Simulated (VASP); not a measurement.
# Si (Fd-3m) in VASP: vibrations by perturbation theory with LDA

Aim: the vibrations by perturbation theory of Si with LDA.

All numbers are computed with VASP 6.6.1; they aren't measurements. Logs are shortened: lines on timing, memory, paths and dates and some standing lists are left out, and cuts for length are marked.

### 1 The cell of the first run

Symmetry: Fd-3m, No. 227, cubic system. The conventional cell has a = 5.402 Å, b = 5.402 Å, c = 5.402 Å, α = 90.00°, β = 90.00°, γ = 90.00°. Within 3.1 Å of Si (site symmetry -43m) lie 4 Si at 2.34 Å.

### 2 Vibrations by perturbation theory, LDA

File INCAR:

```
PREC = Accurate
ENCUT = 520
EDIFF = 1E-8
ISMEAR = 0
SIGMA = 0.01
LREAL = F
LASPH = T
NELM = 60
ALGO = Normal
ISIF = 2
LWAVE = F
LCHARG = F
GGA = CA
IBRION = 8
NSW = 1
LEPSILON = T
```

File KPOINTS:

```
Automatic mesh
0
Gamma
  12 12 12
```

File POSCAR:

```
Si
1.0
    0.0000000000      2.7009841725      2.7009841725
    2.7009841725      0.0000000000      2.7009841725
    2.7009841725      2.7009841725      0.0000000000
Si
2
Direct
    0.7500000000      0.7500000000      0.7500000000
    0.5000000000      0.5000000000      0.5000000000
```

Potentials or basis: VASP PAW LDA potentials, release 64 (Si).

The run is started by

```
cat potpaw_LDA.64/Si/POTCAR > POTCAR
mpirun -np 1 vasp_std > vasp.out
```

OUTCAR:

```text
PREC = Accurate
   ENCUT = 520
   EDIFF = 1E-8
   ISMEAR = 0
   LREAL = F
   LASPH = T
   NELM = 60
   ISIF = 2
   GGA = CA
   IBRION = 8
   NSW = 1
   LEPSILON = T

 ion  position               nearest neighbor table
   1  0.750  0.750  0.750-   2 2.34   2 2.34   2 2.34   2 2.34
   2  0.500  0.500  0.500-   1 2.34   1 2.34   1 2.34   1 2.34

  LATTYP: Found a face centered cubic cell.
 ALAT       =     5.4019683450

  Lattice vectors:

 A1 = (   0.0000000000,   2.7009841725,   2.7009841725)
 A2 = (   2.7009841725,   0.0000000000,   2.7009841725)
 A3 = (   2.7009841725,   2.7009841725,   0.0000000000)

Analysis of symmetry for initial positions (statically):
=====================================================================
 Subroutine PRICEL returns:
 Original cell was already a primitive cell.

 Routine SETGRP: Setting up the symmetry group for a
 face centered cubic supercell.

 Subroutine GETGRP returns: Found 48 space group operations
 (whereof 24 operations were pure point group operations)
 out of a pool of 48 trial point group operations.

The static configuration has the point symmetry T_d .
 The point group associated with its full space group is O_h .

Analysis of symmetry for dynamics (positions and initial velocities):
=====================================================================
 Subroutine PRICEL returns:
 Original cell was already a primitive cell.

 Routine SETGRP: Setting up the symmetry group for a
 face centered cubic supercell.

 Subroutine GETGRP returns: Found 48 space group operations
 (whereof 24 operations were pure point group operations)
 out of a pool of 48 trial point group operations.

The dynamic configuration has the point symmetry T_d .
 The point group associated with its full space group is O_h .

 Subroutine INISYM returns: Found 48 space group operations
 (whereof 24 operations are pure point group operations),
 and found     1 'primitive' translations

----------------------------------------------------------------------------------------

                                     Primitive cell

  volume of cell :      39.4091

  direct lattice vectors                    reciprocal lattice vectors
     0.000000000  2.700984173  2.700984173    -0.185117708  0.185117708  0.185117708
     2.700984173  0.000000000  2.700984173     0.185117708 -0.185117708  0.185117708
     2.700984173  2.700984173  0.000000000     0.185117708  0.185117708 -0.185117708

  length of vectors
     3.819768449  3.819768449  3.819768449     0.320633276  0.320633276  0.320633276

  position of ions in fractional coordinates (direct lattice)
     0.750000000  0.750000000  0.750000000
     0.500000000  0.500000000  0.500000000

  ion indices of the primitive-cell ions
   primitive index   ion index
                 1           1
                 2           2

----------------------------------------------------------------------------------------

 KPOINTS: Automatic mesh

Automatic generation of k-mesh.
 Grid dimensions read from file:
 generate k-points for:   12   12   12

 Generating k-lattice:
[... 408 lines left out ...]
 ------------------------------------------------------
          14.227403     0.000000    -0.000000
           0.000000    14.227403    -0.000000
           0.000000     0.000000    14.227403
 ------------------------------------------------------

 Free energy of the ion-electron system (eV)
  ---------------------------------------------------
  ---------------------------------------------------
  free energy    TOTEN  =        -1.43476964 eV

  energy without entropy =       -1.43476964

------------------------ aborting loop because EDIFF is reached ----------------------------------------

--------------------------------------- Ionic step        2  -------------------------------------------

------------------------ aborting loop because EDIFF is reached ----------------------------------------

--------------------------------------- Ionic step        3  -------------------------------------------

------------------------ aborting loop because EDIFF is reached ----------------------------------------

 PIEZOELECTRIC TENSOR FIELD DIRECTION 3  (e Angst)
 -----------------------------------------------------------------------------
     0.00120  0.00000  0.00000           (  0.00000  0.00000  0.00000)
     0.00000  0.00120  0.00000           (  0.00000  0.00000  0.00000)
     0.00000  0.00000 -0.00714           (  0.00000  0.00000  0.00000)

 PIEZOELECTRIC TENSOR FIELD DIRECTION 3  (C/m^2)
 -----------------------------------------------------------------------------
     0.00049  0.00000  0.00000
     0.00000  0.00049  0.00000
     0.00000  0.00000 -0.00290

--------------------------------------- Ionic step        4  -------------------------------------------

 Free energy of the ion-electron system (eV)
  ---------------------------------------------------
  ---------------------------------------------------
  free energy    TOTEN  =        -0.01772538 eV

  energy without entropy =       -0.01772538

------------------------ aborting loop because EDIFF is reached ----------------------------------------

 INTERNAL STRAIN TENSOR  FOR ION    1  DIRECTION 1   (eV/Angst):
 -----------------------------------------------------------------------------
     0.00350  0.00000  0.00000
     0.00000 -0.00103 -9.67183
     0.00000 -9.67183 -0.00103

 MACROSCOPIC STATIC DIELECTRIC TENSOR (including local field effects in DFT)
 ------------------------------------------------------
          13.432409     0.000000     0.000000
          -0.000000    13.432409     0.000000
           0.000000    -0.000000    13.432409
 ------------------------------------------------------

 PIEZOELECTRIC TENSOR (including local field effects)  for field in x, y, z        (e  Angst)
          XX          YY          ZZ          XY          YZ          ZX
  --------------------------------------------------------------------------------
  x    -0.00000     0.00000     0.00000     0.00000     0.00000     0.00000
  y    -0.00000     0.00000    -0.00000     0.00000     0.00000     0.00000
  z     0.00000     0.00000     0.00000     0.00000     0.00000     0.00000

 PIEZOELECTRIC TENSOR (including local field effects)  for field in x, y, z        (C/m^2)
          XX          YY          ZZ          XY          YZ          ZX
  --------------------------------------------------------------------------------
  x    -0.00000     0.00000     0.00000     0.00000     0.00000     0.00000
  y    -0.00000     0.00000    -0.00000     0.00000     0.00000     0.00000
  z     0.00000     0.00000     0.00000     0.00000     0.00000     0.00000

 BORN EFFECTIVE CHARGES (including local field effects) (in |e|, cummulative output)
 ---------------------------------------------------------------------------------
 ion    1
    1    -0.00000    -0.00000     0.00000
    2    -0.00000     0.00000    -0.00000
    3     0.00000     0.00000    -0.00000
 ion    2
    1     0.00000     0.00000    -0.00000
    2     0.00000    -0.00000     0.00000
    3    -0.00000    -0.00000     0.00000

 INTERNAL STRAIN TENSOR FOR ION    2 for displacements in x,y,z  (eV/Angst):
          X           Y           Z          XY          YZ          ZX
  --------------------------------------------------------------------------------
  x     0.00000     0.00000     0.00000     0.00000     9.67183     0.00000
  y    -0.00000     0.00000    -0.00000     0.00000     0.00000     9.67183
  z     0.00000     0.00000     0.00000     9.67183     0.00000     0.00000

 SECOND DERIVATIVES (NOT SYMMETRIZED)
 ------------------------------------
               1X          1Y          1Z          2X          2Y          2Z
  1X   -13.597139    0.000000    0.000000   13.597139    0.000000    0.000000
  1Y     0.000000  -13.597139    0.000000    0.000000   13.597139    0.000000
  1Z     0.000000    0.000000  -13.597139    0.000000    0.000000   13.597139
  2X    13.597139    0.000000    0.000000  -13.597139    0.000000    0.000000
  2Y     0.000000   13.597139    0.000000    0.000000  -13.597139    0.000000
  2Z     0.000000    0.000000   13.597139    0.000000    0.000000  -13.597139

 Eigenvectors and eigenvalues of the dynamical matrix
 ----------------------------------------------------

   1 f  =   15.383398 THz    96.656739 2PiTHz  513.134919 cm-1    63.620593 meV
             X         Y         Z           dx          dy          dz
      4.051476  4.051476  4.051476     0.000000   -0.707107    0.000000
      2.700984  2.700984  2.700984     0.000000    0.707107    0.000000
[... 21 lines left out ...]
   6 f  =    0.000000 THz     0.000000 2PiTHz    0.000000 cm-1     0.000000 meV
             X         Y         Z           dx          dy          dz
      4.051476  4.051476  4.051476     0.000000    0.000000    0.707107
      2.700984  2.700984  2.700984     0.000000    0.000000    0.707107

--------------------------------------------------------------------------------------------------------

 MACROSCOPIC STATIC DIELECTRIC TENSOR IONIC CONTRIBUTION
 ------------------------------------------------------
           0.000000     0.000000    -0.000000
           0.000000     0.000000     0.000000
          -0.000000     0.000000     0.000000
 ------------------------------------------------------

 ELASTIC MODULI CONTR FROM IONIC RELAXATION (kBar)
 Direction    XX          YY          ZZ          XY          YZ          ZX
 --------------------------------------------------------------------------------
 XX          -0.0000     -0.0000     -0.0000     -0.0000      0.0000      0.0000
 YY          -0.0000     -0.0000     -0.0000     -0.0000     -0.0000      0.0000
 ZZ          -0.0000     -0.0000     -0.0000      0.0000     -0.0000      0.0000
 XY          -0.0000     -0.0000      0.0000   -279.6947      0.0000      0.0000
 YZ           0.0000     -0.0000     -0.0000      0.0000   -279.6947      0.0000
 ZX           0.0000      0.0000      0.0000      0.0000      0.0000   -279.6947
 --------------------------------------------------------------------------------

 PIEZOELECTRIC TENSOR IONIC CONTR  for field in x, y, z        (C/m^2)
          XX          YY          ZZ          XY          YZ          ZX
  --------------------------------------------------------------------------------
  x    -0.00000     0.00000     0.00000    -0.00000     0.00000     0.00000
  y     0.00000     0.00000     0.00000     0.00000     0.00000    -0.00000
  z     0.00000     0.00000    -0.00000     0.00000    -0.00000    -0.00000
```

It took 4.4 min on 1 thread of Intel Xeon Platinum 8259CL at 2.50GHz (Skylake/Cascade Lake), shared host; peak memory 0.3 GiB.

Results:

```yaml
Electronic_dielectric_tensor_diagonal: 13.43
Born_charges_mean_of_the_diagonal: Si +0.00 e
Highest_phonon_frequency_at_Γ: 513 cm⁻¹
```

Phonon frequencies in cm⁻¹ (negative: imaginary):
```csv
q point,frequencies
"(0.000, 0.000, 0.000)",0 0 0 513 513 513
```

Electronic dielectric tensor:
```
13.43  0.00  0.00
 0.00 13.43  0.00
 0.00  0.00 13.43
```

Born effective charge tensors (e):
atom 1, Si
```
0.00 0.00 0.00
0.00 0.00 0.00
0.00 0.00 0.00
```
atom 2, Si
```
0.00 0.00 0.00
0.00 0.00 0.00
0.00 0.00 0.00
```
